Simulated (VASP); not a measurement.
# Si16O (a cell with a defect) in VASP: single point with PBEsol

Aim: the single point of Si16O (a cell with a defect) with PBEsol.

All numbers are computed with VASP 6.6.1; they aren't measurements. Logs are shortened: lines on timing, memory, paths and dates and some standing lists are left out, and cuts for length are marked.

### Step 1. The cell of the first run

The cell holds a defect, 17 atoms: a = 7.679 Å, b = 7.679 Å, c = 7.679 Å, α = 60.00°, β = 60.00°, γ = 60.00°.

### Step 2. Single point, PBEsol, collinear spin, ferromagnetic start

The input, INCAR:

```
  PREC = Accurate
  ENCUT = 520
  EDIFF = 1E-6
  ISMEAR = -1
  SIGMA = 0.05
  LREAL = Auto
  LASPH = True
  NELM = 150
  ALGO = Normal
  ISIF = 2
  LWAVE = False
  LCHARG = True
  ISPIN = 2
  MAGMOM = 0 0 0 0 0 0 0 0 0 0 0 0 0 0 0 0 1
  LORBIT = 11
  GGA = PS
  LELF = True
  LVHAR = True
  NBANDS = 53
```

The input, KPOINTS:

```
regular mesh
0
Gamma
  2 2 2
```

The input, POSCAR:

```
Si16O
1.0
    0.0000000000      5.4300000000      5.4300000000
    5.4300000000      0.0000000000      5.4300000000
    5.4300000000      5.4300000000      0.0000000000
Si O
16 1
Direct
    0.0028988912     -0.0011886000      0.0018517830
    0.1140250520      0.1793836682      0.0846154093
   -0.0149987324      0.0481100342      0.4556355019
    0.1422522415      0.0721047970      0.6306754607
   -0.0175367173      0.5510595875     -0.0283156288
    0.1231709475      0.6232543665      0.1298957526
    0.0123880225      0.4442811097      0.5045510036
    0.1387523287      0.5794015992      0.6145750516
    0.4870003029      0.0165833571     -0.0016981829
    0.6280403262      0.1251510408      0.1226456310
    0.5159800169     -0.0157418854      0.4968955272
    0.6198295760      0.1285104781      0.6247723160
    0.4981767104      0.4995567988      0.0003397842
    0.6088474690      0.6412218397      0.1219717815
    0.5040644625      0.4982718724      0.4976170648
    0.6388857068      0.6086172832      0.6261985911
    0.0572520957      0.8131989529      0.4366825534
```

Potentials or basis: VASP PAW PBE potentials, release 64 (Si, O).

Run with:

```bash
> cat potpaw_PBE.64/Si/POTCAR potpaw_PBE.64/O/POTCAR > POTCAR
> mpirun -np 1 vasp_std > vasp.out
```

OUTCAR:

```text
PREC = Accurate
   ENCUT = 520
   EDIFF = 1E-6
   ISMEAR = -1
   LREAL = Auto
   LASPH = True
   NELM = 150
   ISIF = 2
   ISPIN = 2
   LORBIT = 11
   GGA = PS

 ion  position               nearest neighbor table
   1  0.003  0.999  0.002-  10 2.35   4 2.35   6 2.35   2 2.38
   2  0.114  0.179  0.085-   3 2.33   5 2.33   9 2.36   1 2.38
   3  0.985  0.048  0.456-  17 1.66  12 2.32   4 2.32   2 2.33   8 2.94
   4  0.142  0.072  0.631-   3 2.32   7 2.33   1 2.35  11 2.36
   5  0.982  0.551  0.972-   8 2.32   2 2.33   6 2.35  14 2.35
   6  0.123  0.623  0.130-  13 2.35   5 2.35   1 2.35   7 2.38
   7  0.012  0.444  0.505-   8 2.33   4 2.33  16 2.36   6 2.38
   8  0.139  0.579  0.615-  17 1.66  15 2.31   5 2.32   7 2.33   3 2.94
   9  0.487  0.017  0.998-  12 2.34  10 2.35  14 2.35   2 2.36
  10  0.628  0.125  0.123-  13 2.35   9 2.35  11 2.35   1 2.35
  11  0.516  0.984  0.497-  10 2.35  16 2.36   4 2.36  12 2.36
  12  0.620  0.129  0.625-   3 2.32  15 2.32   9 2.34  11 2.36
  13  0.498  0.500  0.000-  10 2.35  14 2.35  16 2.35   6 2.35
  14  0.609  0.641  0.122-  13 2.35   9 2.35   5 2.35  15 2.36
  15  0.504  0.498  0.498-   8 2.31  12 2.32  16 2.35  14 2.36
  16  0.639  0.609  0.626-  15 2.35  13 2.35  11 2.36   7 2.36
  17  0.057  0.813  0.437-   8 1.66   3 1.66

  LATTYP: Found a face centered cubic cell.
 ALAT       =    10.8600000000

  Lattice vectors:

 A1 = (   0.0000000000,   5.4300000000,   5.4300000000)
 A2 = (   5.4300000000,   0.0000000000,   5.4300000000)
 A3 = (   5.4300000000,   5.4300000000,   0.0000000000)

Analysis of symmetry for initial positions (statically):
=====================================================================
 Subroutine PRICEL returns:
 Original cell was already a primitive cell.

 Routine SETGRP: Setting up the symmetry group for a
 face centered cubic supercell.

 Subroutine GETGRP returns: Found  1 space group operations
 (whereof  1 operations were pure point group operations)
 out of a pool of 48 trial point group operations.

The static configuration has the point symmetry C_1 .

Analysis of symmetry for dynamics (positions and initial velocities):
=====================================================================
 Subroutine PRICEL returns:
 Original cell was already a primitive cell.

 Routine SETGRP: Setting up the symmetry group for a
 face centered cubic supercell.

 Subroutine GETGRP returns: Found  1 space group operations
 (whereof  1 operations were pure point group operations)
 out of a pool of 48 trial point group operations.

The dynamic configuration has the point symmetry C_1 .

Analysis of structural, dynamic, and magnetic symmetry:
=====================================================================
 Subroutine PRICEL returns:
 Original cell was already a primitive cell.

 Routine SETGRP: Setting up the symmetry group for a
 face centered cubic supercell.

 Subroutine GETGRP returns: Found  1 space group operations
 (whereof  1 operations were pure point group operations)
 out of a pool of 48 trial point group operations.

The overall configuration has the point symmetry C_1 .

 Subroutine INISYM returns: Found  1 space group operations
 (whereof  1 operations are pure point group operations),
 and found     1 'primitive' translations

----------------------------------------------------------------------------------------

                                     Primitive cell

  volume of cell :     320.2060

  direct lattice vectors                    reciprocal lattice vectors
     0.000000000  5.430000000  5.430000000    -0.092081031  0.092081031  0.092081031
     5.430000000  0.000000000  5.430000000     0.092081031 -0.092081031  0.092081031
     5.430000000  5.430000000  0.000000000     0.092081031  0.092081031 -0.092081031

  length of vectors
     7.679179644  7.679179644  7.679179644     0.159489025  0.159489025  0.159489025

  position of ions in fractional coordinates (direct lattice)
     0.002898891  0.998811400  0.001851783
     0.114025052  0.179383668  0.084615409
     0.985001268  0.048110034  0.455635502
     0.142252242  0.072104797  0.630675461
     0.982463283  0.551059587  0.971684371
     0.123170948  0.623254366  0.129895753
[... 9 lines left out ...]
     0.638885707  0.608617283  0.626198591
     0.057252096  0.813198953  0.436682553

  ion indices of the primitive-cell ions
[... 62 lines left out ...]
   NGXF,Y,Z  is equivalent  to a cutoff of  25.98, 25.98, 25.98 a.u.
 SYSTEM =  unknown system
   PREC   = accura    normal or accurate (medium, high low for compatibility)
   ISTART =      0    job   : 0-new  1-cont  2-samecut
   ICHARG =      2    charge: 1-file 2-atom 10-const
   ISPIN  =      2    spin polarized calculation?
   LNONCOLLINEAR =      F non collinear calculations
   LSORBIT =      F    spin-orbit coupling
   LASPH  =      T    aspherical Exc in radial PAW
   ENCUT  =  520.0 eV  38.22 Ry    6.18 a.u.  14.28 14.28 14.28*2*pi/ulx,y,z
   NELM   =    150;   NELMIN=  2; NELMDL= -5     # of ELM steps
   EDIFF  = 0.1E-05   stopping-criterion for ELM
   LREAL  =      T    real-space projection
   EDIFFG = 0.1E-04   stopping-criterion for IOM
   NSW    =      0    number of steps for IOM
   IBRION =     -1    ionic relax: 0-MD 1-quasi-New 2-CG
   NFREE  =      0    steps in history (QN), initial steepest desc. (CG)
   ISIF   =      2    stress and relaxation
   ISYM   =      2    0-nonsym 1-usesym 2-fastsym
   POTIM  = 0.5000    time-step for ionic-motion
   TEBEG  =    0.0;   TEEND  =   0.0 temperature during run
   PSTRESS=    0.0 pullay stress
   NELECT =      70.0000    total number of electrons
   NUPDOWN=      -1.0000    fix difference up-down
   EMIN   =  10.00;   EMAX   =-10.00  energy-range for DOS
   EFERMI =   0.00;   METHOD = LEGACY
   ISMEAR =    -1;   SIGMA  =   0.05  broadening in eV -4-tet -1-fermi 0-gaus
   EFERMI_NEDOS =   21; number of points for ismear=-14 and -15
   IALGO  =     38    algorithm
   IMIX   =      4    mixing-type and parameters
     AMIX     =   0.40;   BMIX     =  1.00
     AMIX_MAG =   1.60;   BMIX_MAG =  1.00
  volume/ion in A,a.u.               =      18.84       127.11
  Fermi-wavevector in a.u.,A,eV,Ry     =   0.986199  1.863645 13.232857  0.972588
  Thomas-Fermi vector in A             =   2.117562
   LORBIT       =     11    0 simple, 1 ext, 2 COOP (PROOUT), +10 PAW based schemes
   GGA     = PS    functional components
   LHFCALC =     F    Hartree Fock is set to
   AEXX    =    0.0000 exact exchange contribution
   IVDW    =     0    specifies the selected vdW correction
   LEPSILON=     F    determine dielectric tensor
   LRPA    =     F    only Hartree local field effects (RPA)
 spin polarized calculation
  energy-cutoff  :      520.00
  volume of cell :      320.21
 maximum number of plane-waves:      8646
 NGX is ok and might be reduce to    60
   NGX = 29   NGY = 29   NGZ = 29

 number of electron      70.0000000 magnetization       0.0005073

 number of electron      70.0000000 magnetization      -0.0000755

 Free energy of the ion-electron system (eV)
  ---------------------------------------------------
  ext. energy  EPLUGINS =         0.00000000
  ---------------------------------------------------
  free energy    TOTEN  =       -98.31856475 eV

  energy without entropy =      -98.31538668  energy(sigma->0) =      -98.31697572

 E-fermi :   6.0508     XC(G=0):  -9.6830

 val. band max:        5.8468854076   @ k =   0.0000   0.0000   0.0000
 cond. band min:       6.2347811199   @ k =   0.0000   0.0000   0.0000
 fundamental gap:      0.3878957123
 Fermi energy:         6.0507757988

 spin component 1

 k-point     1 :       0.0000    0.0000    0.0000
  band No.  band energies     occupation
      1     -14.4870      1.00000
      2      -5.8781      1.00000
      3      -4.4749      1.00000
      4      -3.7355      1.00000
      5      -3.7215      1.00000
      6      -3.3739      1.00000
[... 389 lines left out ...]
     46      10.0746      0.00000
     47      10.3506      0.00000
 Fermi energy:         6.0507757988

 spin component 2

 k-point     1 :       0.0000    0.0000    0.0000
  band No.  band energies     occupation
      1     -14.4870      1.00000
      2      -5.8781      1.00000
      3      -4.4750      1.00000
      4      -3.7355      1.00000
      5      -3.7215      1.00000
      6      -3.3739      1.00000
[... 389 lines left out ...]
     46      10.0745      0.00000
     47      10.3506      0.00000
 [bands above 47 left out]

------------------------ aborting loop because EDIFF is reached ----------------------------------------

  FORCE on cell =-STRESS in cart. coord.  units (eV):
  Direction    XX          YY          ZZ          XY          YZ          ZX
  --------------------------------------------------------------------------------------
  -------------------------------------------------------------------------------------
  Total        4.6683200      4.5584097      5.3002570     -2.8549551     -2.2616003      2.1000676
  in kB       23.3583261     22.8083808     26.5202753    -14.2850043    -11.3161043     10.5078622
  external PRESSURE =      24.2289940 kB  Pullay stress =       0.0000000 kB

 VOLUME and BASIS-vectors are now :
 -----------------------------------------------------------------------------
  energy-cutoff  :      520.00
  volume of cell :      320.21
      direct lattice vectors                 reciprocal lattice vectors
     0.000000000  5.430000000  5.430000000    -0.092081031  0.092081031  0.092081031
     5.430000000  0.000000000  5.430000000     0.092081031 -0.092081031  0.092081031
     5.430000000  5.430000000  0.000000000     0.092081031  0.092081031 -0.092081031

 POSITION                                       TOTAL-FORCE (eV/Angst)
 -----------------------------------------------------------------------------------
      5.43360      0.02580      5.43929         0.009729     -0.004977      0.009285
      1.43351      1.07862      1.59321         0.003764      0.013846      0.010189
      2.73534      7.82266      5.60979         0.074606      0.033697      0.029407
      3.81610      4.19700      1.16396        -0.041567     -0.005038      0.019635
      8.26850     10.61102      8.32703         0.001464     -0.017131      0.022750
      4.08961      1.37415      4.05309         0.000182      0.004636      0.001631
[... 9 lines left out ...]
      6.70505      6.86941      6.77394        -0.022888     -0.004662      0.008584
      6.78686      2.68207      4.72655        -0.080688     -0.042131      0.021079
 -----------------------------------------------------------------------------------
    total drift:                                0.000963      0.002432      0.003487

  FREE ENERGIE OF THE ION-ELECTRON SYSTEM (eV)
  ---------------------------------------------------
  free  energy   TOTEN  =       -98.3185647502 eV

  energy  without entropy=      -98.3153866836  energy(sigma->0) =      -98.31697572

 total charge

# of ion       s       p       d       tot
------------------------------------------
    1        0.745   0.933   0.000   1.679
    2        0.750   0.952   0.000   1.702
    3        0.744   0.943   0.000   1.687
    4        0.746   0.963   0.000   1.709
    5        0.746   0.964   0.000   1.711
    6        0.745   0.934   0.000   1.679
[... 9 lines left out ...]
   16        0.740   0.949   0.000   1.689
   17        1.572   3.584   0.000   5.156
--------------------------------------------------
tot         13.474  18.816   0.000  32.290

 magnetization (x)

# of ion       s       p       d       tot
------------------------------------------
    1       -0.000  -0.000   0.000  -0.000
    2        0.000   0.000   0.000   0.000
    3       -0.000  -0.000   0.000  -0.000
    4        0.000   0.000   0.000   0.000
    5        0.000   0.000   0.000   0.000
    6       -0.000  -0.000   0.000  -0.000
[... 9 lines left out ...]
   16        0.000   0.000   0.000   0.000
   17       -0.000  -0.000   0.000  -0.000
--------------------------------------------------
tot          0.000   0.000   0.000   0.000
```

It took 5 min on 1 thread of Intel Xeon 6975P-C (Granite Rapids), shared host; peak memory 0.71 GiB.

Results:

```
Free energy                                           : -98.3186 eV
Pressure                                              : 2.4 GPa
Largest force                                         : 0.096 eV/Å
Band gap on the k mesh                                : 0.39 eV
Net moment                                            : 0.00 μB per cell
Valence electrons inside the program's atomic spheres : Si 1.68, 1.70, 1.69, 1.71, 1.72 (each value once); O 5.16
```

Forces on the atoms (eV/Å):
```
Si   0.010 -0.005  0.009
Si   0.004  0.014  0.010
Si   0.075  0.034  0.029
Si  -0.042 -0.005  0.020
Si   0.001 -0.017  0.023
Si   0.000  0.005  0.002
Si   0.017 -0.002 -0.034
Si  -0.014  0.040 -0.086
Si  -0.011 -0.017  0.006
Si   0.011  0.008 -0.014
Si   0.008  0.021 -0.003
Si   0.007 -0.022  0.009
Si  -0.006 -0.020 -0.001
Si   0.002  0.011 -0.009
Si   0.042  0.002  0.010
Si  -0.023 -0.005  0.009
O   -0.081 -0.042  0.021
```

Stress tensor (GPa, compression positive):
```
 2.34 -1.43  1.05
-1.43  2.28 -1.13
 1.05 -1.13  2.65
```

Levels at points of the mesh, in eV from the valence-band top:
Spin up:
```csv
k point,band 32,band 33,band 34,band 35,band 36,band 37,band 38,band 39
"(0.00, 0.00, 0.00)",-0.93,-0.34,-0.07,0.00,0.39,0.67,0.70,0.88
"(0.50, 0.00, 0.00)",-1.25,-0.76,-0.64,-0.57,1.11,1.37,1.49,1.57
"(0.00, 0.50, 0.00)",-0.77,-0.69,-0.66,-0.07,1.05,1.33,1.44,1.47
"(0.00, 0.00, 0.50)",-1.22,-0.80,-0.63,-0.55,1.22,1.32,1.48,1.63
"(0.50, 0.50, 0.50)",-1.24,-0.81,-0.63,-0.54,1.22,1.32,1.48,1.61
"(0.50, 0.50, 0.00)",-1.38,-1.34,-1.03,-0.96,1.34,1.38,2.22,2.32
"(0.00, 0.50, 0.50)",-1.45,-1.26,-1.20,-0.55,1.19,1.38,2.24,2.33
"(0.50, 0.00, 0.50)",-1.44,-1.28,-1.19,-0.49,1.17,1.37,2.24,2.31
```
Spin down:
```tsv
k point	band 32	band 33	band 34	band 35	band 36	band 37	band 38	band 39
(0.00, 0.00, 0.00)	-0.93	-0.34	-0.07	0.00	0.39	0.67	0.70	0.88
(0.50, 0.00, 0.00)	-1.25	-0.76	-0.64	-0.57	1.11	1.37	1.49	1.57
(0.00, 0.50, 0.00)	-0.77	-0.69	-0.66	-0.07	1.05	1.33	1.44	1.47
(0.00, 0.00, 0.50)	-1.22	-0.80	-0.63	-0.55	1.22	1.32	1.48	1.63
(0.50, 0.50, 0.50)	-1.24	-0.81	-0.63	-0.54	1.22	1.32	1.48	1.61
(0.50, 0.50, 0.00)	-1.38	-1.34	-1.03	-0.96	1.34	1.38	2.22	2.32
(0.00, 0.50, 0.50)	-1.45	-1.26	-1.20	-0.55	1.19	1.38	2.24	2.33
(0.50, 0.00, 0.50)	-1.44	-1.28	-1.19	-0.49	1.17	1.37	2.24	2.31
```

Caveat: the k points lie up to 0.50 Å⁻¹ apart; the PAW data sets were made with another functional, which shifts forces and pressure a little.
